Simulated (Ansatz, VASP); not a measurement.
# One calculation of BAs, two programs

```xyz
2
Lattice="0.0000 2.4353 2.4353 2.4353 0.0000 2.4353 2.4353 2.4353 0.0000" Properties=species:S:1:pos:R:3 pbc="T T T"
B     0.0000    0.0000    0.0000
As    1.2177    1.2177    1.2177
```

Change from the starting cell: volume scaled by 1.06, ions relaxed.

Alike in both runs: task relaxation of the atoms; functional PBE; k mesh 16 × 16 × 16; occupations fermi-dirac, width 0.02 eV; no spin polarisation.

|  | VASP | Ansatz |
| --- | --- | --- |
| version | VASP 6.6.1 | Ansatz 0.2.0 |
| potentials or method | VASP PAW PBE potentials, release 64 (B, As) | plane-wave PAW, scalar-relativistic |
| plane-wave cutoff (eV) | 520 | 420 |
| valence electrons in the cell | 8 | 18 |

Ansatz gave:

| Item | Value |
| --- | --- |
| gap on the k mesh at the Fermi level, each at its own relaxed structure (eV) | 1.25 |

Task: Estimate VASP's values.

Result: gap on the k mesh at the Fermi level, each at its own relaxed structure (eV): 1.24.

VASP's potentials hold 8 valence electrons a cell and Ansatz's 18, so a difference there can come from the potentials and not from the codes. Ansatz's warnings: stress scf threshold loose.

Noted on VASP's run: the relaxation stopped at its first step, so nothing moved.
